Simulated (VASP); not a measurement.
# AgCl (Fm-3m) in VASP: settings compared

AgCl is run at these levels: PBEsol, PBE, r2SCAN; tasks: vibrations by perturbation theory, dielectric tensor.

Everything below comes from runs of VASP 6.6.1. Logs are shortened: lines on timing, memory, paths and dates and some standing lists are left out, and cuts for length are marked.

### Step 1. The cell of the first run

It takes space group Fm-3m (No. 225, cubic). Conventional cell: a = 5.448 Å, b = 5.448 Å, c = 5.448 Å, α = 90.00°, β = 90.00°, γ = 90.00°. Ag (site symmetry m-3m) has 6 Cl at 2.72 Å within 3.6 Å. Within 3.6 Å of Cl (site symmetry m-3m) lie 6 Ag at 2.72 Å.

### Step 2. Vibrations by perturbation theory, PBEsol

Contents of INCAR:

```
SYSTEM = AgCl
ALGO = Normal
EDIFF = 1E-8
ENCUT = 520
GGA = PS
IBRION = 8
ISIF = 2
ISMEAR = 0
LASPH = .TRUE.
LCHARG = .FALSE.
LEPSILON = .TRUE.
LREAL = .FALSE.
LWAVE = .FALSE.
NELM = 80
NSW = 1
PREC = Accurate
SIGMA = 0.01
```

Contents of KPOINTS:

```
k-points
0
G
  6 6 6
  0 0 0
```

Contents of POSCAR:

```
AgCl
1.0
    0.0000000000      2.7237803115      2.7237803115
    2.7237803115      0.0000000000      2.7237803115
    2.7237803115      2.7237803115      0.0000000000
Ag Cl
1 1
Direct
    0.0000000000      0.0000000000      0.0000000000
    0.5000000000      0.5000000000      0.5000000000
```

Potentials or basis: VASP PAW PBE potentials, release 64 (Ag, Cl).

The run is started by

```sh
$ cat potpaw_PBE.64/Ag/POTCAR potpaw_PBE.64/Cl/POTCAR > POTCAR
$ mpirun -np 1 vasp_std > vasp.out
```

OUTCAR:

```text
SYSTEM = AgCl
   EDIFF = 1E-8
   ENCUT = 520
   GGA = PS
   IBRION = 8
   ISIF = 2
   ISMEAR = 0
   LASPH = .TRUE.
   LEPSILON = .TRUE.
   LREAL = .FALSE.
   NELM = 80
   NSW = 1
   PREC = Accurate

 ion  position               nearest neighbor table
   1  0.000  0.000  0.000-   2 2.72   2 2.72   2 2.72   2 2.72   2 2.72   2 2.72
   2  0.500  0.500  0.500-   1 2.72   1 2.72   1 2.72   1 2.72   1 2.72   1 2.72

  LATTYP: Found a face centered cubic cell.
 ALAT       =     5.4475606230

  Lattice vectors:

 A1 = (   0.0000000000,   2.7237803115,   2.7237803115)
 A2 = (   2.7237803115,   0.0000000000,   2.7237803115)
 A3 = (   2.7237803115,   2.7237803115,   0.0000000000)

Analysis of symmetry for initial positions (statically):
=====================================================================
 Subroutine PRICEL returns:
 Original cell was already a primitive cell.

 Routine SETGRP: Setting up the symmetry group for a
 face centered cubic supercell.

 Subroutine GETGRP returns: Found 48 space group operations
 (whereof 48 operations were pure point group operations)
 out of a pool of 48 trial point group operations.

The static configuration has the point symmetry O_h .

Analysis of symmetry for dynamics (positions and initial velocities):
=====================================================================
 Subroutine PRICEL returns:
 Original cell was already a primitive cell.

 Routine SETGRP: Setting up the symmetry group for a
 face centered cubic supercell.

 Subroutine GETGRP returns: Found 48 space group operations
 (whereof 48 operations were pure point group operations)
 out of a pool of 48 trial point group operations.

The dynamic configuration has the point symmetry O_h .

 Subroutine INISYM returns: Found 48 space group operations
 (whereof 48 operations are pure point group operations),
 and found     1 'primitive' translations

----------------------------------------------------------------------------------------

                                     Primitive cell

  volume of cell :      40.4153

  direct lattice vectors                    reciprocal lattice vectors
     0.000000000  2.723780312  2.723780312    -0.183568402  0.183568402  0.183568402
     2.723780312  0.000000000  2.723780312     0.183568402 -0.183568402  0.183568402
     2.723780312  2.723780312  0.000000000     0.183568402  0.183568402 -0.183568402

  length of vectors
     3.852007057  3.852007057  3.852007057     0.317949799  0.317949799  0.317949799

  position of ions in fractional coordinates (direct lattice)
     0.000000000  0.000000000  0.000000000
     0.500000000  0.500000000  0.500000000

  ion indices of the primitive-cell ions
   primitive index   ion index
                 1           1
                 2           2

----------------------------------------------------------------------------------------

 KPOINTS: k-points

Automatic generation of k-mesh.
 Grid dimensions read from file:
 generate k-points for:    6    6    6

 Generating k-lattice:

  Cartesian coordinates                     Fractional coordinates (reciprocal lattice)
    -0.030594734  0.030594734  0.030594734     0.166666667  0.000000000  0.000000000
     0.030594734 -0.030594734  0.030594734     0.000000000  0.166666667  0.000000000
     0.030594734  0.030594734 -0.030594734     0.000000000  0.000000000  0.166666667

  Length of vectors
     0.052991633  0.052991633  0.052991633

  Shift w.r.t. Gamma in fractional coordinates (k-lattice)
     0.000000000  0.000000000  0.000000000

 Subroutine IBZKPT returns following result:
 ===========================================
[... 354 lines left out ...]
 -----------------------------------------------------------------------------
  energy-cutoff  :      520.00
  volume of cell :       40.42
      direct lattice vectors                 reciprocal lattice vectors
     0.000000000  2.723780312  2.723780312    -0.183568402  0.183568402  0.183568402
     2.723780312  0.000000000  2.723780312     0.183568402 -0.183568402  0.183568402
     2.723780312  2.723780312  0.000000000     0.183568402  0.183568402 -0.183568402

 POSITION                                       TOTAL-FORCE (eV/Angst)
 -----------------------------------------------------------------------------------
      0.00000      0.00000      0.00000        -0.000000     -0.000000     -0.000000
      2.72378      2.72378      2.72378         0.000000      0.000000      0.000000
 -----------------------------------------------------------------------------------
    total drift:                               -0.000000      0.000000      0.000000

  FREE ENERGIE OF THE ION-ELECTRON SYSTEM (eV)
  ---------------------------------------------------
  free  energy   TOTEN  =        -6.0602882828 eV

  energy  without entropy=       -6.0602882828  energy(sigma->0) =       -6.06028828

 HEAD OF MICROSCOPIC STATIC DIELECTRIC TENSOR (INDEPENDENT PARTICLE, excluding Hartree and local field effects)
 ------------------------------------------------------
           5.822504     0.000000     0.000000
           0.000000     5.822504    -0.000000
          -0.000000     0.000000     5.822504
 ------------------------------------------------------

 Free energy of the ion-electron system (eV)
  ---------------------------------------------------
  ---------------------------------------------------
  free energy    TOTEN  =        -0.53102444 eV

  energy without entropy =       -0.53102444

------------------------ aborting loop because EDIFF is reached ----------------------------------------

--------------------------------------- Ionic step        2  -------------------------------------------

------------------------ aborting loop because EDIFF is reached ----------------------------------------

--------------------------------------- Ionic step        3  -------------------------------------------

------------------------ aborting loop because EDIFF is reached ----------------------------------------

 PIEZOELECTRIC TENSOR FIELD DIRECTION 3  (e Angst)
 -----------------------------------------------------------------------------
     0.00111  0.00000  0.00000           (  0.00001  0.00000  0.00000)
     0.00000  0.00111 -0.00000           (  0.00000  0.00001  0.00000)
     0.00000 -0.00000 -0.00281           (  0.00000  0.00000  0.00006)

 PIEZOELECTRIC TENSOR FIELD DIRECTION 3  (C/m^2)
 -----------------------------------------------------------------------------
     0.00044  0.00000  0.00000
     0.00000  0.00044 -0.00000
     0.00000 -0.00000 -0.00111

--------------------------------------- Ionic step        4  -------------------------------------------

------------------------ aborting loop because EDIFF is reached ----------------------------------------

[... ionic steps 5 to 6 ...]

--------------------------------------- Ionic step        7  -------------------------------------------

 Free energy of the ion-electron system (eV)
  ---------------------------------------------------
  ---------------------------------------------------
  free energy    TOTEN  =        -0.18827618 eV

  energy without entropy =       -0.18827618

------------------------ aborting loop because EDIFF is reached ----------------------------------------

 INTERNAL STRAIN TENSOR  FOR ION    2  DIRECTION 1   (eV/Angst):
 -----------------------------------------------------------------------------
     0.02293  0.00000 -0.00000
    -0.00000  0.01002  0.00000
     0.00000  0.00000  0.01002

 MACROSCOPIC STATIC DIELECTRIC TENSOR (including local field effects in DFT)
 ------------------------------------------------------
           5.543157     0.000000     0.000000
           0.000000     5.543157     0.000000
          -0.000000     0.000000     5.543157
 ------------------------------------------------------

 PIEZOELECTRIC TENSOR (including local field effects)  for field in x, y, z        (e  Angst)
          XX          YY          ZZ          XY          YZ          ZX
  --------------------------------------------------------------------------------
  x     0.00000     0.00000     0.00000     0.00000     0.00000     0.00000
  y     0.00000     0.00000     0.00000     0.00000     0.00000     0.00000
  z     0.00000     0.00000     0.00000     0.00000     0.00000     0.00000

 PIEZOELECTRIC TENSOR (including local field effects)  for field in x, y, z        (C/m^2)
          XX          YY          ZZ          XY          YZ          ZX
  --------------------------------------------------------------------------------
  x     0.00000     0.00000     0.00000     0.00000     0.00000     0.00000
  y     0.00000     0.00000     0.00000     0.00000     0.00000     0.00000
  z     0.00000     0.00000     0.00000     0.00000     0.00000     0.00000

 BORN EFFECTIVE CHARGES (including local field effects) (in |e|, cummulative output)
 ---------------------------------------------------------------------------------
 ion    1
    1     1.43660     0.00000    -0.00000
    2    -0.00000     1.43660     0.00000
    3     0.00000    -0.00000     1.43660
 ion    2
    1    -1.43660    -0.00000     0.00000
    2     0.00000    -1.43660    -0.00000
    3    -0.00000     0.00000    -1.43660

 INTERNAL STRAIN TENSOR FOR ION    2 for displacements in x,y,z  (eV/Angst):
          X           Y           Z          XY          YZ          ZX
  --------------------------------------------------------------------------------
  x     0.00000     0.00000     0.00000     0.00000     0.00000     0.00000
  y     0.00000     0.00000     0.00000     0.00000     0.00000     0.00000
  z     0.00000     0.00000     0.00000     0.00000     0.00000     0.00000

 SECOND DERIVATIVES (NOT SYMMETRIZED)
 ------------------------------------
               1X          1Y          1Z          2X          2Y          2Z
  1X    -1.314396    0.000000    0.000000    1.314396    0.000000    0.000000
  1Y     0.000000   -1.314396    0.000000    0.000000    1.314396    0.000000
  1Z     0.000000    0.000000   -1.314396    0.000000    0.000000    1.314396
  2X     1.305818    0.000000    0.000000   -1.305818    0.000000    0.000000
  2Y     0.000000    1.305818    0.000000    0.000000   -1.305818    0.000000
  2Z     0.000000    0.000000    1.305818    0.000000    0.000000   -1.305818

 Eigenvectors and eigenvalues of the dynamical matrix
 ----------------------------------------------------

   1 f  =    3.461204 THz    21.747386 2PiTHz  115.453337 cm-1    14.314383 meV
             X         Y         Z           dx          dy          dz
      0.000000  0.000000  0.000000     0.000000    0.482250   -0.126588
      2.723780  2.723780  2.723780    -0.000000   -0.838435    0.220085
[... 21 lines left out ...]
   6 f/i=    0.004897 THz     0.030770 2PiTHz    0.163351 cm-1     0.020253 meV
             X         Y         Z           dx          dy          dz
      0.000000  0.000000  0.000000     0.864721   -0.058772   -0.014610
      2.723780  2.723780  2.723780     0.497370   -0.033804   -0.008403

--------------------------------------------------------------------------------------------------------

 MACROSCOPIC STATIC DIELECTRIC TENSOR IONIC CONTRIBUTION
 ------------------------------------------------------
           7.053117    -0.000000     0.000000
          -0.000000     7.053117    -0.000000
           0.000000    -0.000000     7.053117
 ------------------------------------------------------

 ELASTIC MODULI CONTR FROM IONIC RELAXATION (kBar)
 Direction    XX          YY          ZZ          XY          YZ          ZX
 --------------------------------------------------------------------------------
 XX           0.0000      0.0000      0.0000      0.0000      0.0000      0.0000
 YY           0.0000      0.0000      0.0000      0.0000      0.0000      0.0000
 ZZ           0.0000      0.0000      0.0000      0.0000      0.0000      0.0000
 XY           0.0000      0.0000      0.0000      0.0000      0.0000      0.0000
 YZ           0.0000      0.0000      0.0000      0.0000      0.0000      0.0000
 ZX           0.0000      0.0000      0.0000      0.0000      0.0000      0.0000
 --------------------------------------------------------------------------------

 PIEZOELECTRIC TENSOR IONIC CONTR  for field in x, y, z        (C/m^2)
          XX          YY          ZZ          XY          YZ          ZX
  --------------------------------------------------------------------------------
  x     0.00000     0.00000     0.00000     0.00000     0.00000     0.00000
  y     0.00000     0.00000     0.00000     0.00000     0.00000     0.00000
  z     0.00000     0.00000     0.00000     0.00000     0.00000     0.00000
```

It took 1.9 min on 1 thread of Intel Xeon Platinum 8559C (Emerald Rapids), shared host; peak memory 0.21 GiB.

Results:

- Electronic dielectric tensor (diagonal): 5.54
- Born charges (mean of the diagonal): Ag +1.44; Cl -1.44 e
- Highest phonon frequency at Γ, LO-TO splitting left out: 115 cm⁻¹

Phonon frequencies in cm⁻¹ (negative: imaginary):
```csv
q point,frequencies
"(0.000, 0.000, 0.000)",0 0 0 115 115 115
```

Electronic dielectric tensor:
```
5.54 0.00 0.00
0.00 5.54 0.00
0.00 0.00 5.54
```

Born effective charge tensors (e):
atom 1, Ag
```
1.44 0.00 0.00
0.00 1.44 0.00
0.00 0.00 1.44
```
atom 2, Cl
```
-1.44  0.00  0.00
 0.00 -1.44  0.00
 0.00  0.00 -1.44
```

Caveat: the PAW data sets were made with another functional, which shifts forces and pressure a little.

### Step 3. Dielectric tensor, PBE

This run uses another cell than the first one, of 21.33 Å³/atom.

Contents of INCAR:

```
SYSTEM = AgCl
ALGO     = Normal         ! electronic algorithm
EDIFF    = 1E-8           ! SCF threshold, eV
ENCUT    = 520            ! plane-wave cutoff, eV
GGA      = PE             ! functional
ISIF     = 2              ! what is computed and relaxed
ISMEAR   = 0              ! smearing method
LASPH    = .True.         ! aspherical terms in the spheres
LCHARG   = .False.        ! write CHGCAR
LEPSILON = .True.         ! dielectric tensor by DFPT
LREAL    = .False.        ! projectors in reciprocal space
LWAVE    = .False.        ! write WAVECAR
NELM     = 100            ! most SCF steps
PREC     = Accurate       ! precision mode
SIGMA    = 0.01           ! smearing width, eV
```

Contents of KPOINTS:

```
k-points
0
Gamma
  6 6 6
  0 0 0
```

Contents of POSCAR:

```
AgCl
1.0
    0.0000000000      2.7731725676      2.7731725676
    2.7731725676      0.0000000000      2.7731725676
    2.7731725676      2.7731725676      0.0000000000
Ag Cl
1 1
Direct
    0.0000000000      0.0000000000      0.0000000000
    0.5000000000      0.5000000000      0.5000000000
```

Potentials or basis: VASP PAW PBE potentials, release 64 (Ag, Cl).

The run is started by

```sh
$ cat potpaw_PBE.64/Ag/POTCAR potpaw_PBE.64/Cl/POTCAR > POTCAR
$ mpirun -np 1 vasp_std > vasp.out
```

OUTCAR:

```text
SYSTEM = AgCl
   EDIFF = 1E-8
   ENCUT = 520
   GGA = PE
   ISIF = 2
   ISMEAR = 0
   LASPH = .True.
   LEPSILON = .True.
   LREAL = .False.
   NELM = 100
   PREC = Accurate

 ion  position               nearest neighbor table
   1  0.000  0.000  0.000-   2 2.77   2 2.77   2 2.77   2 2.77   2 2.77   2 2.77
   2  0.500  0.500  0.500-   1 2.77   1 2.77   1 2.77   1 2.77   1 2.77   1 2.77

  LATTYP: Found a face centered cubic cell.
 ALAT       =     5.5463451352

  Lattice vectors:

 A1 = (   0.0000000000,   2.7731725676,   2.7731725676)
 A2 = (   2.7731725676,   0.0000000000,   2.7731725676)
 A3 = (   2.7731725676,   2.7731725676,   0.0000000000)

Analysis of symmetry for initial positions (statically):
=====================================================================
 Subroutine PRICEL returns:
 Original cell was already a primitive cell.

 Routine SETGRP: Setting up the symmetry group for a
 face centered cubic supercell.

[... 466 lines left out ...]

 Free energy of the ion-electron system (eV)
  ---------------------------------------------------
  ---------------------------------------------------
  free energy    TOTEN  =        -0.51117702 eV

  energy without entropy =       -0.51117702

------------------------ aborting loop because EDIFF is reached ----------------------------------------

 PIEZOELECTRIC TENSOR FIELD DIRECTION 3  (e Angst)
 -----------------------------------------------------------------------------
     0.00122  0.00000  0.00000           (  0.00001  0.00000  0.00000)
     0.00000  0.00122  0.00000           (  0.00000  0.00001  0.00000)
     0.00000  0.00000 -0.00293           (  0.00000  0.00000  0.00005)

 PIEZOELECTRIC TENSOR FIELD DIRECTION 3  (C/m^2)
 -----------------------------------------------------------------------------
     0.00046  0.00000  0.00000
     0.00000  0.00046  0.00000
     0.00000  0.00000 -0.00110

 MACROSCOPIC STATIC DIELECTRIC TENSOR (including local field effects in DFT)
 ------------------------------------------------------
           5.097791    -0.000000     0.000000
           0.000000     5.097791     0.000000
          -0.000000     0.000000     5.097791
 ------------------------------------------------------

 PIEZOELECTRIC TENSOR (including local field effects)  for field in x, y, z        (e  Angst)
          XX          YY          ZZ          XY          YZ          ZX
  --------------------------------------------------------------------------------
  x     0.00000     0.00000     0.00000     0.00000     0.00000     0.00000
  y     0.00000     0.00000     0.00000     0.00000     0.00000     0.00000
  z     0.00000     0.00000     0.00000     0.00000     0.00000     0.00000

 PIEZOELECTRIC TENSOR (including local field effects)  for field in x, y, z        (C/m^2)
          XX          YY          ZZ          XY          YZ          ZX
  --------------------------------------------------------------------------------
  x     0.00000     0.00000     0.00000     0.00000     0.00000     0.00000
  y     0.00000     0.00000     0.00000     0.00000     0.00000     0.00000
  z     0.00000     0.00000     0.00000     0.00000     0.00000     0.00000

 BORN EFFECTIVE CHARGES (including local field effects) (in |e|, cummulative output)
 ---------------------------------------------------------------------------------
 ion    1
    1     1.44710     0.00000     0.00000
    2     0.00000     1.44710     0.00000
    3    -0.00000    -0.00000     1.44710
 ion    2
    1    -1.44710    -0.00000    -0.00000
    2    -0.00000    -1.44710    -0.00000
    3     0.00000     0.00000    -1.44710
```

It took 78 s on 1 thread of Intel Xeon Platinum 8559C (Emerald Rapids), shared host; peak memory 0.2 GiB.

What came out:

```
Band gap on the k mesh                  : 0.91 eV (least direct gap 3.23 eV)
Electronic dielectric tensor (diagonal) : 5.10
Born charges (mean of the diagonal)     : Ag +1.45; Cl -1.45 e
```

Levels at points of the mesh, in eV from the valence-band top:
```tsv
k point	band 5	band 6	band 7	band 8	band 9	band 10	band 11	band 12	band 13
(0.00, 0.00, 0.00)	-2.40	-2.40	-2.32	-2.32	-2.32	0.91	10.85	10.85	10.85
(0.50, 0.00, 0.00)	-2.07	-2.07	-1.76	0.00	0.00	4.24	6.53	7.67	7.67
(0.50, 0.50, 0.00)	-2.76	-2.21	-1.95	-1.95	-1.87	2.38	8.03	8.63	11.51
```

Electronic dielectric tensor:
```
5.10 0.00 0.00
0.00 5.10 0.00
0.00 0.00 5.10
```

Born effective charge tensors (e):
atom 1, Ag
```
1.45 0.00 0.00
0.00 1.45 0.00
0.00 0.00 1.45
```
atom 2, Cl
```
-1.45  0.00  0.00
 0.00 -1.45  0.00
 0.00  0.00 -1.45
```

(Continued in part 2 of 2.)
